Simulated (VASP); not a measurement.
# Sc3C (P-6m2) in VASP: notebook

Sc3C is run at these levels: PBE; tasks: single point, relaxation of cell and atoms.

Program: VASP 6.6.1. These are calculated values, not measurements. Logs are shortened: lines on timing, memory, paths and dates and some standing lists are left out, and cuts for length are marked.

## Step 1: The cell of the first run

The structure is hexagonal, space group P-6m2 (No. 187). The conventional cell has a = 3.309 Å, b = 3.309 Å, c = 8.195 Å, α = 90.00°, β = 90.00°, γ = 120.00°. Within 4.4 Å of Sc (site symmetry -6m2) lie 12 Sc at 3.31 to 3.38 Å and 2 C at 4.10 Å. Sc (site symmetry 3m) has 3 C at 2.32 Å and 1 Sc at 2.63 Å within 3.1 Å. Within 3.1 Å of C (site symmetry -6m2) lie 6 Sc at 2.32 Å.

## Step 2: Single point, PBE

INCAR reads:

```
PREC = Accurate ; ENCUT = 520
EDIFF = 1E-6 ; ISMEAR = 0
SIGMA = 0.1 ; LREAL = False
LASPH = True ; NELM = 100
ALGO = Normal ; ISIF = 2
LWAVE = False ; LCHARG = False
GGA = PE ; NBANDS = 26
```

KPOINTS reads:

```
Automatic mesh
0
Gamma
  18 18 6
```

POSCAR reads:

```
Sc3C
1.0
    3.3085829816      0.0000000000      0.0000000000
   -1.6542914908      2.8653169126      0.0000000000
    0.0000000000      0.0000000000      8.1954366992
Sc C
3 1
Direct
    0.6666666667      0.3333333333      0.0000000000
    0.0000000000      0.0000000000      0.6604915407
    0.0000000000      0.0000000000      0.3395084593
    0.6666666667      0.3333333333      0.5000000000
```

Potentials or basis: VASP PAW PBE potentials, release 64 (Sc_sv, C).

Run with:

```sh
> cat potpaw_PBE.64/Sc_sv/POTCAR potpaw_PBE.64/C/POTCAR > POTCAR
> mpirun -np 1 vasp_std > vasp.out
```

OUTCAR:

```text
PREC = Accurate
   ENCUT = 520
   EDIFF = 1E-6
   ISMEAR = 0
   LREAL = False
   LASPH = True
   NELM = 100
   ISIF = 2
   GGA = PE

 ion  position               nearest neighbor table
   1  0.667  0.333  0.000-   2 3.38   3 3.38   2 3.38   3 3.38   2 3.38   3 3.38
   2  0.000  0.000  0.660-   4 2.32   4 2.32   4 2.32   3 2.63   1 3.38   1 3.38   1 3.38
   3  0.000  0.000  0.340-   4 2.32   4 2.32   4 2.32   2 2.63   1 3.38   1 3.38   1 3.38
   4  0.667  0.333  0.500-   2 2.32   3 2.32   2 2.32   3 2.32   2 2.32   3 2.32

  LATTYP: Found a hexagonal cell.
 ALAT       =     3.3085829816
 C/A-ratio  =     2.4770231682

  Lattice vectors:

 A1 = (   3.3085829816,   0.0000000000,   0.0000000000)
 A2 = (  -1.6542914908,   2.8653169126,   0.0000000000)
 A3 = (   0.0000000000,   0.0000000000,   8.1954366992)

Analysis of symmetry for initial positions (statically):
=====================================================================
 Subroutine PRICEL returns:
 Original cell was already a primitive cell.

 Routine SETGRP: Setting up the symmetry group for a
 hexagonal supercell.

 Subroutine GETGRP returns: Found 12 space group operations
 (whereof 12 operations were pure point group operations)
 out of a pool of 24 trial point group operations.

The static configuration has the point symmetry D_3h.

Analysis of symmetry for dynamics (positions and initial velocities):
=====================================================================
 Subroutine PRICEL returns:
 Original cell was already a primitive cell.

 Routine SETGRP: Setting up the symmetry group for a
 hexagonal supercell.

 Subroutine GETGRP returns: Found 12 space group operations
 (whereof 12 operations were pure point group operations)
 out of a pool of 24 trial point group operations.

The dynamic configuration has the point symmetry D_3h.

 Subroutine INISYM returns: Found 12 space group operations
 (whereof 12 operations are pure point group operations),
 and found     1 'primitive' translations

----------------------------------------------------------------------------------------

                                     Primitive cell

  volume of cell :      77.6939

  direct lattice vectors                    reciprocal lattice vectors
     3.308582982  0.000000000  0.000000000     0.302244195  0.174500767  0.000000000
    -1.654291491  2.865316913  0.000000000     0.000000000  0.349001535  0.000000000
     0.000000000  0.000000000  8.195436699     0.000000000  0.000000000  0.122019123

  length of vectors
     3.308582982  3.308582982  8.195436699     0.349001535  0.349001535  0.122019123

  position of ions in fractional coordinates (direct lattice)
     0.666666667  0.333333333  0.000000000
     0.000000000  0.000000000  0.660491541
     0.000000000  0.000000000  0.339508459
     0.666666667  0.333333333  0.500000000

  ion indices of the primitive-cell ions
   primitive index   ion index
                 1           1
                 2           2
                 3           3
                 4           4

----------------------------------------------------------------------------------------

 KPOINTS: Automatic mesh

Automatic generation of k-mesh.
 Grid dimensions read from file:
 generate k-points for:   18   18    6

 Generating k-lattice:

  Cartesian coordinates                     Fractional coordinates (reciprocal lattice)
     0.016791344  0.009694487  0.000000000     0.055555556  0.000000000  0.000000000
     0.000000000  0.019388974  0.000000000     0.000000000  0.055555556  0.000000000
     0.000000000  0.000000000  0.020336521     0.000000000  0.000000000  0.166666667

  Length of vectors
     0.019388974  0.019388974  0.020336521

  Shift w.r.t. Gamma in fractional coordinates (k-lattice)
     0.000000000  0.000000000  0.000000000

 Subroutine IBZKPT returns following result:
 ===========================================

 Found    148 irreducible k-points:

 Following reciprocal coordinates:
            Coordinates               Weight
  0.000000  0.000000  0.000000      1.000000
  0.055556  0.000000  0.000000      6.000000
  0.111111  0.000000  0.000000      6.000000
  0.166667  0.000000  0.000000      6.000000
  0.222222  0.000000  0.000000      6.000000
  0.277778  0.000000  0.000000      6.000000
[... 16 lines left out ...]
  0.333333  0.111111  0.000000     12.000000
  0.388889  0.111111  0.000000     12.000000
 [... further k-points ...]
   k-points           NKPTS =    148   k-points in BZ     NKDIM =    148   number of bands    NBANDS=     26
   number of dos      NEDOS =    301   number of ions     NIONS =      4
   total plane-waves  NPLWV =  50176
   dimension x,y,z NGX =    28 NGY =   28 NGZ =   64
   dimension x,y,z NGXF=    56 NGYF=   56 NGZF=  128
   ions per type =               3   1
   NGX,Y,Z   is equivalent  to a cutoff of  14.07, 14.07, 12.98 a.u.
   NGXF,Y,Z  is equivalent  to a cutoff of  28.14, 28.14, 25.97 a.u.
 SYSTEM =  unknown system
   PREC   = accura    normal or accurate (medium, high low for compatibility)
   ISTART =      0    job   : 0-new  1-cont  2-samecut
   ICHARG =      2    charge: 1-file 2-atom 10-const
   ISPIN  =      1    spin polarized calculation?
   LNONCOLLINEAR =      F non collinear calculations
   LSORBIT =      F    spin-orbit coupling
   LASPH  =      T    aspherical Exc in radial PAW
   ENCUT  =  520.0 eV  38.22 Ry    6.18 a.u.   6.15  6.15 15.24*2*pi/ulx,y,z
   NELM   =    100;   NELMIN=  2; NELMDL= -5     # of ELM steps
   EDIFF  = 0.1E-05   stopping-criterion for ELM
   LREAL  =      F    real-space projection
   EDIFFG = 0.1E-04   stopping-criterion for IOM
   NSW    =      0    number of steps for IOM
   IBRION =     -1    ionic relax: 0-MD 1-quasi-New 2-CG
   NFREE  =      0    steps in history (QN), initial steepest desc. (CG)
   ISIF   =      2    stress and relaxation
   ISYM   =      2    0-nonsym 1-usesym 2-fastsym
   POTIM  = 0.5000    time-step for ionic-motion
   TEBEG  =    0.0;   TEEND  =   0.0 temperature during run
   PSTRESS=    0.0 pullay stress
   NELECT =      37.0000    total number of electrons
   NUPDOWN=      -1.0000    fix difference up-down
   EMIN   =  10.00;   EMAX   =-10.00  energy-range for DOS
   EFERMI =   0.00;   METHOD = LEGACY
   ISMEAR =     0;   SIGMA  =   0.10  broadening in eV -4-tet -1-fermi 0-gaus
   EFERMI_NEDOS =   21; number of points for ismear=-14 and -15
   IALGO  =     38    algorithm
   IMIX   =      4    mixing-type and parameters
     AMIX     =   0.40;   BMIX     =  1.00
     AMIX_MAG =   1.60;   BMIX_MAG =  1.00
  volume/ion in A,a.u.               =      19.42       131.08
  Fermi-wavevector in a.u.,A,eV,Ry     =   1.278438  2.415898 22.237427  1.634405
  Thomas-Fermi vector in A             =   2.410981
   LORBIT       =      0    0 simple, 1 ext, 2 COOP (PROOUT), +10 PAW based schemes
   GGA     = PE    functional components
   LHFCALC =     F    Hartree Fock is set to
   AEXX    =    0.0000 exact exchange contribution
   IVDW    =     0    specifies the selected vdW correction
   LEPSILON=     F    determine dielectric tensor
   LRPA    =     F    only Hartree local field effects (RPA)
 non-spin polarized calculation
 Gauss-broadening in eV      SIGMA  =   0.10
  energy-cutoff  :      520.00
  volume of cell :       77.69
 maximum number of plane-waves:      2110
 NGX is ok and might be reduce to    28
   NGX = 13   NGY = 13   NGZ = 31

 number of electron      37.0000001 magnetization

 Free energy of the ion-electron system (eV)
  ---------------------------------------------------
  ext. energy  EPLUGINS =         0.00000000
  ---------------------------------------------------
  free energy    TOTEN  =       -28.28110934 eV

  energy without entropy =      -28.25438058  energy(sigma->0) =      -28.26774496

 E-fermi :   3.9837     XC(G=0): -10.1857

 val. band max:        3.9804638123   @ k =   0.2222   0.2222   0.5000
 cond. band min:       3.9870257366   @ k =   0.2778   0.1111   0.1667
 fundamental gap:      0.0065619243
 Fermi energy:         3.9836607802

 k-point     1 :       0.0000    0.0000    0.0000
  band No.  band energies     occupation
      1     -45.6204      2.00000
      2     -45.1595      2.00000
      3     -45.0480      2.00000
      4     -24.2900      2.00000
      5     -24.1803      2.00000
      6     -24.0814      2.00000
[... 18 lines left out ...]
     25       6.2093      0.00000
     26       6.2093      0.00000

 k-point     2 :       0.0556    0.0000    0.0000
  band No.  band energies     occupation
      1     -45.6194      2.00000
      2     -45.1584      2.00000
      3     -45.0470      2.00000
      4     -24.2886      2.00000
      5     -24.1794      2.00000
      6     -24.0883      2.00000
[... 18 lines left out ...]
     25       6.1910      0.00000
     26       6.2226      0.00000

 k-point     3 :       0.1111    0.0000    0.0000
  band No.  band energies     occupation
      1     -45.6166      2.00000
      2     -45.1552      2.00000
      3     -45.0440      2.00000
      4     -24.2847      2.00000
      5     -24.1784      2.00000
      6     -24.1065      2.00000
[... 18 lines left out ...]
     25       6.1636      0.00000
     26       6.2754      0.00000

 k-point     4 :       0.1667    0.0000    0.0000
  band No.  band energies     occupation
      1     -45.6122      2.00000
      2     -45.1504      2.00000
      3     -45.0395      2.00000
      4     -24.2788      2.00000
      5     -24.1848      2.00000
      6     -24.1261      2.00000
[... 18 lines left out ...]
     25       6.2139      0.00000
     26       6.3792      0.00000
[... 496 lines left out ...]
      1     -45.5942      2.00000
      2     -45.1304      2.00000
      3     -45.0209      2.00000
      4     -24.2880      2.00000
      5     -24.2552      2.00000
      6     -24.1477      2.00000
[... 18 lines left out ...]
     25       6.3644      0.00000
     26       7.1930      0.00000

 k-point    23 :       0.3333    0.1111    0.0000
  band No.  band energies     occupation
      1     -45.5901      2.00000
      2     -45.1258      2.00000
      3     -45.0166      2.00000
      4     -24.3161      2.00000
      5     -24.2500      2.00000
      6     -24.1571      2.00000
[... 18 lines left out ...]
     25       6.6957      0.00000
     26       7.4680      0.00000

 k-point    24 :       0.3889    0.1111    0.0000
  band No.  band energies     occupation
      1     -45.5874      2.00000
      2     -45.1228      2.00000
      3     -45.0138      2.00000
      4     -24.3346      2.00000
      5     -24.2467      2.00000
      6     -24.1635      2.00000
[... 18 lines left out ...]
     25       7.0569      0.00000
     26       7.6227      0.00000

 [... further k-points ...]

------------------------ aborting loop because EDIFF is reached ----------------------------------------

  FORCE on cell =-STRESS in cart. coord.  units (eV):
  Direction    XX          YY          ZZ          XY          YZ          ZX
  --------------------------------------------------------------------------------------
  -------------------------------------------------------------------------------------
  Total        0.1109896      0.1109896      0.1513862      0.0000000      0.0000000      0.0000000
  in kB        2.2887897      2.2887897      3.1218361      0.0000000      0.0000000      0.0000000
  external PRESSURE =       2.5664718 kB  Pullay stress =       0.0000000 kB

 VOLUME and BASIS-vectors are now :
 -----------------------------------------------------------------------------
  energy-cutoff  :      520.00
  volume of cell :       77.69
      direct lattice vectors                 reciprocal lattice vectors
     3.308582982  0.000000000  0.000000000     0.302244195  0.174500767  0.000000000
    -1.654291491  2.865316913  0.000000000     0.000000000  0.349001535  0.000000000
     0.000000000  0.000000000  8.195436699     0.000000000  0.000000000  0.122019123

 POSITION                                       TOTAL-FORCE (eV/Angst)
 -----------------------------------------------------------------------------------
      1.65429      0.95511      0.00000         0.000000     -0.000000      0.000000
      0.00000      0.00000      5.41302        -0.000000      0.000000      0.064051
      0.00000      0.00000      2.78242        -0.000000      0.000000     -0.064051
      1.65429      0.95511      4.09772        -0.000000      0.000000      0.000000
 -----------------------------------------------------------------------------------
    total drift:                               -0.000000      0.000000      0.000000

  FREE ENERGIE OF THE ION-ELECTRON SYSTEM (eV)
  ---------------------------------------------------
  free  energy   TOTEN  =       -28.2811093428 eV

  energy  without entropy=      -28.2543805771  energy(sigma->0) =      -28.26774496
```

Wall time 6.4 min (1 thread of Intel Xeon Platinum 8259CL at 2.50GHz (Skylake/Cascade Lake), shared host); peak memory 0.39 GiB.

Results:

- Free energy: -28.2811 eV
- Pressure: 0.3 GPa
- Largest force: 0.064 eV/Å

Forces in eV/Å, atoms in the order of the input:
```
Sc   0.000  0.000  0.000
Sc   0.000  0.000  0.064
Sc   0.000  0.000 -0.064
C    0.000  0.000  0.000
```

Levels at points of the mesh, in eV from the Fermi level:
```tsv
k point	band 17	band 18	band 19	band 20	band 21	band 22
(0.00, 0.00, 0.00)	-1.00	-0.42	-0.03	0.88	1.65	1.65
(0.50, 0.00, 0.00)	-1.22	-0.63	-0.32	0.68	1.08	1.15
(0.00, 0.00, 0.50)	-1.00	-1.00	0.37	0.77	1.65	1.65
(0.50, 0.00, 0.50)	-1.16	-0.69	-0.09	0.62	0.89	1.05
```

## Step 3: Relaxation of cell and atoms, PBE

INCAR reads:

```
PREC = Accurate
ENCUT = 600
EDIFF = 1E-6
ISMEAR = 0
SIGMA = 0.1
LREAL = F
LASPH = T
NELM = 100
ALGO = Normal
ISIF = 3
LWAVE = F
LCHARG = F
GGA = PE
IBRION = 2
NSW = 100
EDIFFG = -0.01
```

KPOINTS is that of step 2.

POSCAR reads:

```
Sc3C
1.0
    3.3002954128      0.0000000000      0.0000000000
   -1.6501477064      2.8581396674      0.0000000000
    0.0000000000      0.0000000000      8.2338274786
Sc C
3 1
Direct
    0.6666666667      0.3333333333      0.0000000000
    0.0000000000      0.0000000000      0.6599860561
    0.0000000000      0.0000000000      0.3400139439
    0.6666666667      0.3333333333      0.5000000000
```

Potentials or basis: VASP PAW PBE potentials, release 64 (Sc_sv, C).

Run with:

```sh
> cat potpaw_PBE.64/Sc_sv/POTCAR potpaw_PBE.64/C/POTCAR > POTCAR
> mpirun -np 1 vasp_std > vasp.out
```

Wall time 22 min (1 thread of Intel Xeon Platinum 8259CL at 2.50GHz (Skylake/Cascade Lake), shared host); peak memory 0.43 GiB.

Results (log left out):

```yaml
Free_energy: -28.2825 eV
Relaxed_volume: 19.47 Å³/atom
Relaxed_cell: a = 3.311 Å, b = 3.311 Å, c = 8.200 Å, α = 90.00°, β = 90.00°, γ = 120.00°
Space_group_after_relaxing_to_0.05_Å: P-6m2 (No. 187)
Energy_gained_by_relaxing: 0.4 meV/atom
Ionic_steps: 6
Pressure_after_relaxing: 0.0 GPa
```

The path:
```tsv
step	energy change (eV)	largest force (eV/Å)	pressure (GPa)	volume (Å³)
1	0.0000	0.0710	0.42	77.67
2	-0.0012	0.0044	-0.30	78.24
3	-0.0013	0.0158	-0.18	78.14
4	-0.0016	0.0309	-0.07	78.00
5	-0.0016	0.0359	-0.03	77.95
6	-0.0017	0.0004	0.00	77.86
```

Final structure:
```cif
data_structure
_symmetry_space_group_name_H-M 'P 1'
_symmetry_Int_Tables_number 1
_cell_length_a 3.3114
_cell_length_b 3.3114
_cell_length_c 8.1996
_cell_angle_alpha 90.000
_cell_angle_beta 90.000
_cell_angle_gamma 120.000
_cell_volume 77.86
loop_
_atom_site_label
_atom_site_type_symbol
_atom_site_fract_x
_atom_site_fract_y
_atom_site_fract_z
_atom_site_occupancy
Sc1 Sc 0.66667 0.33333 0.00000 1
Sc2 Sc 0.00000 0.00000 0.66081 1
Sc3 Sc 0.00000 0.00000 0.33919 1
C1 C 0.66667 0.33333 0.50000 1
```

Levels at points of the mesh, in eV from the Fermi level:
```
           k point  band 16  band 17  band 18  band 19  band 20  band 21  band 22
(0.00, 0.00, 0.00)    -0.98    -0.98    -0.42    -0.02     0.89     1.65     1.65
(0.50, 0.00, 0.00)    -1.23    -1.21    -0.63    -0.32     0.67     1.08     1.15
(0.00, 0.00, 0.50)    -1.37    -0.98    -0.98     0.37     0.77     1.64     1.64
(0.50, 0.00, 0.50)    -1.24    -1.16    -0.68    -0.09     0.62     0.88     1.05
```
